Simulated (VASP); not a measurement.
# MgSi (Cmcm) in VASP: notebook

The runs below take MgSi through single point, relaxation of cell and atoms, with PBEsol.

Program: VASP 6.6.1. These are calculated values, not measurements. Logs are shortened: lines on timing, memory, paths and dates and some standing lists are left out, and cuts for length are marked.

## 1. The cell of the first run

It takes space group Cmcm (No. 63, orthorhombic). Conventional cell: a = 4.141 Å, b = 9.797 Å, c = 3.653 Å, α = 90.00°, β = 90.00°, γ = 90.00°. Mg (site symmetry m2m) has 7 Si at 2.72 to 3.00 Å and 6 Mg at 3.36 to 3.46 Å within 3.6 Å. Within 3.2 Å of Si (site symmetry m2m) lie 2 Si at 2.39 Å and 7 Mg at 2.72 to 3.00 Å.

## 2. Single point, PBEsol

The input, INCAR:

```
SYSTEM = MgSi
  PREC = Accurate
  ENCUT = 520
  EDIFF = 1E-6
  ISMEAR = 0
  SIGMA = 0.1
  LREAL = .FALSE.
  LASPH = .TRUE.
  NELM = 60
  ALGO = Normal
  ISIF = 2
  LWAVE = .FALSE.
  LCHARG = .FALSE.
  GGA = PS
  NBANDS = 14
```

The input, KPOINTS:

```
Automatic mesh
0
G
  6 6 6
  0 0 0
```

The input, POSCAR:

```
MgSi
1.0
    2.0703318149     -4.8986997130      0.0000000000
    2.0703318149      4.8986997130      0.0000000000
    0.0000000000      0.0000000000      3.6534049816
Mg Si
2 2
Direct
    0.6438398682      0.3561601318      0.2500000000
    0.3561601318      0.6438398682      0.7500000000
    0.9215639850      0.0784360150      0.2500000000
    0.0784360150      0.9215639850      0.7500000000
```

Potentials or basis: VASP PAW PBE potentials, release 64 (Mg, Si).

Launch:

```bash
$ cat potpaw_PBE.64/Mg/POTCAR potpaw_PBE.64/Si/POTCAR > POTCAR
$ mpirun -np 1 vasp_std > vasp.out
```

OUTCAR:

```text
SYSTEM = MgSi
   PREC = Accurate
   ENCUT = 520
   EDIFF = 1E-6
   ISMEAR = 0
   LREAL = .FALSE.
   LASPH = .TRUE.
   NELM = 60
   ISIF = 2
   GGA = PS

 ion  position               nearest neighbor table
   1  0.644  0.356  0.250-   3 2.72   4 2.83   4 2.83   4 2.83   4 2.83   3 3.00   3 3.00   2 3.36
                             2 3.36   2 3.46   2 3.46   2 3.46   2 3.46
   2  0.356  0.644  0.750-   4 2.72   3 2.83   3 2.83   3 2.83   3 2.83   4 3.00   4 3.00   1 3.36
                             1 3.36   1 3.46   1 3.46   1 3.46   1 3.46
   3  0.922  0.078  0.250-   4 2.39   4 2.39   1 2.72   2 2.83   2 2.83   2 2.83   2 2.83   1 3.00
                             1 3.00
   4  0.078  0.922  0.750-   3 2.39   3 2.39   2 2.72   1 2.83   1 2.83   1 2.83   1 2.83   2 3.00
                             2 3.00

  LATTYP: Found a base centered orthorhombic cell.
 ALAT       =     4.1406636298
 B/A-ratio  =     2.3661423148
 C/A-ratio  =     0.8823235375

  Lattice vectors:

 A1 = (   2.0703318149,  -4.8986997130,   0.0000000000)
 A2 = (   2.0703318149,   4.8986997130,   0.0000000000)
 A3 = (   0.0000000000,   0.0000000000,   3.6534049816)

Analysis of symmetry for initial positions (statically):
=====================================================================
 Subroutine PRICEL returns:
 Original cell was already a primitive cell.

 Routine SETGRP: Setting up the symmetry group for a
 base centered orthorhombic supercell.

 Subroutine GETGRP returns: Found  8 space group operations
 (whereof  4 operations were pure point group operations)
 out of a pool of  8 trial point group operations.

The static configuration has the point symmetry C_2h.
 The point group associated with its full space group is D_2h.

Analysis of symmetry for dynamics (positions and initial velocities):
=====================================================================
 Subroutine PRICEL returns:
 Original cell was already a primitive cell.

 Routine SETGRP: Setting up the symmetry group for a
 base centered orthorhombic supercell.

 Subroutine GETGRP returns: Found  8 space group operations
 (whereof  4 operations were pure point group operations)
 out of a pool of  8 trial point group operations.

The dynamic configuration has the point symmetry C_2h.
 The point group associated with its full space group is D_2h.

 Subroutine INISYM returns: Found  8 space group operations
 (whereof  4 operations are pure point group operations),
 and found     1 'primitive' translations

----------------------------------------------------------------------------------------

                                     Primitive cell

  volume of cell :      74.1052

  direct lattice vectors                    reciprocal lattice vectors
     2.070331815 -4.898699713  0.000000000     0.241507181 -0.102067902  0.000000000
     2.070331815  4.898699713  0.000000000     0.241507181  0.102067902  0.000000000
     0.000000000  0.000000000  3.653404982     0.000000000  0.000000000  0.273717260

  length of vectors
     5.318226462  5.318226462  3.653404982     0.262189960  0.262189960  0.273717260

  position of ions in fractional coordinates (direct lattice)
     0.643839868  0.356160132  0.250000000
     0.356160132  0.643839868  0.750000000
     0.921563985  0.078436015  0.250000000
     0.078436015  0.921563985  0.750000000

  ion indices of the primitive-cell ions
   primitive index   ion index
                 1           1
                 2           2
                 3           3
                 4           4

----------------------------------------------------------------------------------------

 KPOINTS: Automatic mesh

Automatic generation of k-mesh.
 Grid dimensions read from file:
 generate k-points for:    6    6    6

 Generating k-lattice:

  Cartesian coordinates                     Fractional coordinates (reciprocal lattice)
     0.040251197 -0.017011317  0.000000000     0.166666667  0.000000000  0.000000000
     0.040251197  0.017011317  0.000000000     0.000000000  0.166666667  0.000000000
     0.000000000  0.000000000  0.045619543     0.000000000  0.000000000  0.166666667

  Length of vectors
     0.043698327  0.043698327  0.045619543

  Shift w.r.t. Gamma in fractional coordinates (k-lattice)
     0.000000000  0.000000000  0.000000000

 Subroutine IBZKPT returns following result:
 ===========================================

 Found     52 irreducible k-points:

 Following reciprocal coordinates:
            Coordinates               Weight
  0.000000  0.000000  0.000000      1.000000
  0.166667 -0.000000  0.000000      4.000000
  0.333333 -0.000000  0.000000      4.000000
  0.500000 -0.000000  0.000000      2.000000
  0.166667  0.166667  0.000000      2.000000
  0.333333  0.166667  0.000000      4.000000
[... 16 lines left out ...]
  0.333333  0.333333  0.166667      4.000000
  0.500000  0.333333  0.166667      8.000000
 [... further k-points ...]
   k-points           NKPTS =     52   k-points in BZ     NKDIM =     52   number of bands    NBANDS=     14
   number of dos      NEDOS =    301   number of ions     NIONS =      4
   total plane-waves  NPLWV =  44800
   dimension x,y,z NGX =    40 NGY =   40 NGZ =   28
   dimension x,y,z NGXF=    80 NGYF=   80 NGZF=   56
   ions per type =               2   2
   NGX,Y,Z   is equivalent  to a cutoff of  12.50, 12.50, 12.74 a.u.
   NGXF,Y,Z  is equivalent  to a cutoff of  25.01, 25.01, 25.48 a.u.
 SYSTEM =  MgSi
   PREC   = accura    normal or accurate (medium, high low for compatibility)
   ISTART =      0    job   : 0-new  1-cont  2-samecut
   ICHARG =      2    charge: 1-file 2-atom 10-const
   ISPIN  =      1    spin polarized calculation?
   LNONCOLLINEAR =      F non collinear calculations
   LSORBIT =      F    spin-orbit coupling
   LASPH  =      T    aspherical Exc in radial PAW
   ENCUT  =  520.0 eV  38.22 Ry    6.18 a.u.   9.89  9.89  6.79*2*pi/ulx,y,z
   NELM   =     60;   NELMIN=  2; NELMDL= -5     # of ELM steps
   EDIFF  = 0.1E-05   stopping-criterion for ELM
   LREAL  =      F    real-space projection
   EDIFFG = 0.1E-04   stopping-criterion for IOM
   NSW    =      0    number of steps for IOM
   IBRION =     -1    ionic relax: 0-MD 1-quasi-New 2-CG
   NFREE  =      0    steps in history (QN), initial steepest desc. (CG)
   ISIF   =      2    stress and relaxation
   ISYM   =      2    0-nonsym 1-usesym 2-fastsym
   POTIM  = 0.5000    time-step for ionic-motion
   TEBEG  =    0.0;   TEEND  =   0.0 temperature during run
   PSTRESS=    0.0 pullay stress
   NELECT =      12.0000    total number of electrons
   NUPDOWN=      -1.0000    fix difference up-down
   EMIN   =  10.00;   EMAX   =-10.00  energy-range for DOS
   EFERMI =   0.00;   METHOD = LEGACY
   ISMEAR =     0;   SIGMA  =   0.10  broadening in eV -4-tet -1-fermi 0-gaus
   EFERMI_NEDOS =   21; number of points for ismear=-14 and -15
   IALGO  =     38    algorithm
   IMIX   =      4    mixing-type and parameters
     AMIX     =   0.40;   BMIX     =  1.00
     AMIX_MAG =   1.60;   BMIX_MAG =  1.00
  volume/ion in A,a.u.               =      18.53       125.02
  Fermi-wavevector in a.u.,A,eV,Ry     =   0.892317  1.686234 10.833356  0.796229
  Thomas-Fermi vector in A             =   2.014250
   LORBIT       =      0    0 simple, 1 ext, 2 COOP (PROOUT), +10 PAW based schemes
   GGA     = PS    functional components
   LHFCALC =     F    Hartree Fock is set to
   AEXX    =    0.0000 exact exchange contribution
   IVDW    =     0    specifies the selected vdW correction
   LEPSILON=     F    determine dielectric tensor
   LRPA    =     F    only Hartree local field effects (RPA)
 non-spin polarized calculation
 Gauss-broadening in eV      SIGMA  =   0.10
  energy-cutoff  :      520.00
  volume of cell :       74.11
 maximum number of plane-waves:      2022
   NGX = 19   NGY = 19   NGZ = 13

 number of electron      12.0000000 magnetization

 Free energy of the ion-electron system (eV)
  ---------------------------------------------------
  ext. energy  EPLUGINS =         0.00000000
  ---------------------------------------------------
  free energy    TOTEN  =       -15.11920916 eV

  energy without entropy =      -15.10848681  energy(sigma->0) =      -15.11384799

 E-fermi :   5.4941     XC(G=0):  -9.6187

 val. band max:        5.4931261101   @ k =   0.0000   0.0000   0.3333
 cond. band min:       5.4947634544   @ k =  -0.3333   0.1667   0.0000
 fundamental gap:      0.0016373443
 Fermi energy:         5.4940536316

 k-point     1 :       0.0000    0.0000    0.0000
  band No.  band energies     occupation
      1      -5.9821      2.00000
      2      -0.0032      2.00000
      3       1.2091      2.00000
      4       3.0625      2.00000
      5       3.5705      2.00000
      6       5.6579      0.02047
      7       5.7739      0.00008
      8       6.2705      0.00000
      9       7.8458      0.00000
     10       9.5843      0.00000
     11      11.3131      0.00000
     12      12.0871      0.00000
     13      12.4374      0.00000
     14      13.3105      0.00000

 k-point     2 :       0.1667   -0.0000    0.0000
  band No.  band energies     occupation
      1      -5.8007      2.00000
      2      -0.3067      2.00000
      3       1.3449      2.00000
      4       2.1940      2.00000
      5       3.6866      2.00000
      6       4.4998      2.00000
      7       6.5080      0.00000
      8       7.4526      0.00000
      9       9.3542      0.00000
     10       9.5677      0.00000
     11      11.3104      0.00000
     12      11.3383      0.00000
     13      12.4775      0.00000
     14      12.5102      0.00000
[... 343 lines left out ...]
      1      -4.8346      2.00000
      2      -1.4179      2.00000
      3      -0.0001      2.00000
      4       2.1812      2.00000
      5       4.1869      2.00000
      6       4.8492      2.00000
      7       6.5256      0.00000
      8       7.5660      0.00000
      9       9.5215      0.00000
     10       9.7308      0.00000
     11      10.2334      0.00000
     12      10.2698      0.00000
     13      12.0062      0.00000
     14      12.4115      0.00000

 k-point    24 :       0.5000    0.3333    0.1667
  band No.  band energies     occupation
      1      -5.1399      2.00000
      2      -1.9036      2.00000
      3       1.5218      2.00000
      4       1.9270      2.00000
      5       4.3022      2.00000
      6       6.1314      0.00000
      7       7.0373      0.00000
      8       7.2423      0.00000
      9       8.6477      0.00000
     10       9.1793      0.00000
     11       9.4223      0.00000
     12      10.7557      0.00000
     13      12.0224      0.00000
     14      12.8797      0.00000

 [... further k-points ...]

------------------------ aborting loop because EDIFF is reached ----------------------------------------

  FORCE on cell =-STRESS in cart. coord.  units (eV):
  Direction    XX          YY          ZZ          XY          YZ          ZX
  --------------------------------------------------------------------------------------
  -------------------------------------------------------------------------------------
  Total        0.0818449     -0.1013233     -0.0639159      0.0000000     -0.0000000      0.0000000
  in kB        1.7695131     -2.1906421     -1.3818824      0.0000000     -0.0000000      0.0000000
  external PRESSURE =      -0.6010038 kB  Pullay stress =       0.0000000 kB

 VOLUME and BASIS-vectors are now :
 -----------------------------------------------------------------------------
  energy-cutoff  :      520.00
  volume of cell :       74.11
      direct lattice vectors                 reciprocal lattice vectors
     2.070331815 -4.898699713  0.000000000     0.241507181 -0.102067902  0.000000000
     2.070331815  4.898699713  0.000000000     0.241507181  0.102067902  0.000000000
     0.000000000  0.000000000  3.653404982     0.000000000  0.000000000  0.273717260

 POSITION                                       TOTAL-FORCE (eV/Angst)
 -----------------------------------------------------------------------------------
      2.07033     -1.40926      0.91335         0.000000      0.015263     -0.000000
      2.07033      1.40926      2.74005         0.000000     -0.015263     -0.000000
      2.07033     -4.13023      0.91335         0.000000     -0.006318      0.000000
      2.07033      4.13023      2.74005         0.000000      0.006318      0.000000
 -----------------------------------------------------------------------------------
    total drift:                                0.000000     -0.000000     -0.000000

  FREE ENERGIE OF THE ION-ELECTRON SYSTEM (eV)
  ---------------------------------------------------
  free  energy   TOTEN  =       -15.1192091609 eV

  energy  without entropy=      -15.1084868137  energy(sigma->0) =      -15.11384799
```

Wall time 46 s (1 thread of Intel Xeon Platinum 8259CL at 2.50GHz (Skylake/Cascade Lake), shared host); peak memory 0.22 GiB.

Results:

```
Free energy            : -15.1192 eV
Pressure               : -0.1 GPa
Largest force          : 0.015 eV/Å
Band gap on the k mesh : zero (band 6 reaches 6.46 eV, above the bottom of band 7 at 5.13 eV)
```

Forces in eV/Å, atoms in the order of the input:
```
Mg   0.000  0.015  0.000
Mg   0.000 -0.015  0.000
Si   0.000 -0.006  0.000
Si   0.000  0.006  0.000
```

Caveat: the PAW data sets were made with another functional, which shifts forces and pressure a little.

## 3. Relaxation of cell and atoms, PBEsol

This run uses another cell than the first one, of 17.69 Å³/atom, 0.955 times its volume.

The input, INCAR:

```
ALGO = Normal
EDIFF = 1E-7
EDIFFG = -0.05
ENCUT = 600
GGA = PS
IBRION = 2
ISIF = 3
ISMEAR = 0
LASPH = T
LCHARG = F
LREAL = F
LWAVE = F
NELM = 80
NSW = 80
PREC = Accurate
SIGMA = 0.1
```

The input, KPOINTS:

```
k-points
0
Gamma
  6 6 6
```

The input, POSCAR:

```
MgSi
1.0
    2.0488265573     -4.8822806654      0.0000000000
    2.0488265573      4.8822806654      0.0000000000
    0.0000000000      0.0000000000      3.5373079147
Mg Si
2 2
Direct
    0.6395288177      0.3604711823      0.2500000000
    0.3604711823      0.6395288177      0.7500000000
    0.9307758872      0.0692241128      0.2500000000
    0.0692241128      0.9307758872      0.7500000000
```

Potentials or basis: VASP PAW PBE potentials, release 64 (Mg, Si).

Launch:

```bash
$ cat potpaw_PBE.64/Mg/POTCAR potpaw_PBE.64/Si/POTCAR > POTCAR
$ mpirun -np 1 vasp_std > vasp.out
```

It took 3.4 min on 1 thread of Intel Xeon Platinum 8259CL at 2.50GHz (Skylake/Cascade Lake), shared host; peak memory 0.25 GiB.

It converged, with:

```
Free energy                            : -15.1197 eV
Relaxed volume                         : 18.50 Å³/atom
Relaxed cell                           : a = 5.306 Å, b = 5.306 Å, c = 3.651 Å, α = 90.00°, β = 90.00°, γ = 133.96°
Space group after relaxing (to 0.05 Å) : Cmcm (No. 63)
Energy gained by relaxing              : 68.5 meV/atom
Ionic steps                            : 7
Pressure after relaxing                : 0.0 GPa
Largest force after relaxing           : 0.025 eV/Å
Band gap on the k mesh                 : zero (band 6 reaches 6.47 eV, above the bottom of band 7 at 5.15 eV)
```

Forces on the atoms (eV/Å):
```
Mg   0.000 -0.008  0.000
Mg   0.000  0.008  0.000
Si   0.000 -0.025  0.000
Si   0.000  0.025  0.000
```

Stress tensor (GPa, compression positive):
```
 0.21  0.00  0.00
 0.00 -0.11  0.00
 0.00  0.00  0.00
```

The path:
```csv
step,energy change (eV),largest force (eV/Å),pressure (GPa),volume (Å³)
1,0.0000,2.0857,6.22,70.77
2,-0.2217,0.2521,-3.39,78.01
3,-0.2545,0.2397,-1.30,75.88
4,-0.2545,0.2677,-1.19,75.78
5,-0.2705,0.1040,-0.32,74.50
6,-0.2731,0.0336,0.24,73.77
7,-0.2739,0.0254,0.03,73.99
```

Final structure:
```
Mg Si
1.0
     2.07497   -4.88383    0.00000
     2.07497    4.88383    0.00000
     0.00000    0.00000    3.65079
Mg Si
2 2
Direct
  0.64274 0.35726 0.25000
  0.35726 0.64274 0.75000
  0.92113 0.07887 0.25000
  0.07887 0.92113 0.75000
```

Levels at points of the mesh, in eV from the Fermi level:
```csv
k point,band 3,band 4,band 5,band 6,band 7,band 8,band 9,band 10
"(0.00, 0.00, 0.00)",-4.27,-2.47,-1.92,0.13,0.23,0.78,2.31,4.11
"(0.50, 0.00, 0.00)",-5.43,-3.72,-1.38,-0.13,1.58,2.21,3.25,4.52
"(0.50, 0.50, 0.00)",-2.95,-1.65,-0.64,-0.13,1.03,2.16,2.31,3.16
"(0.00, 0.00, 0.50)",-2.97,-2.97,-0.80,-0.80,-0.24,-0.24,2.62,2.62
"(0.50, 0.00, 0.50)",-4.11,-4.11,-2.99,-2.99,-0.36,-0.36,3.59,3.59
"(0.50, 0.50, 0.50)",-5.06,-5.06,-0.58,-0.58,1.97,1.97,3.74,3.74
```

Caveat: the PAW data sets were made with another functional, which shifts forces and pressure a little; the relaxation stopped at a loose force limit of 0.05 eV/Å, so its end isn't a converged minimum. Zero-point motion and thermal expansion aren't in these numbers.
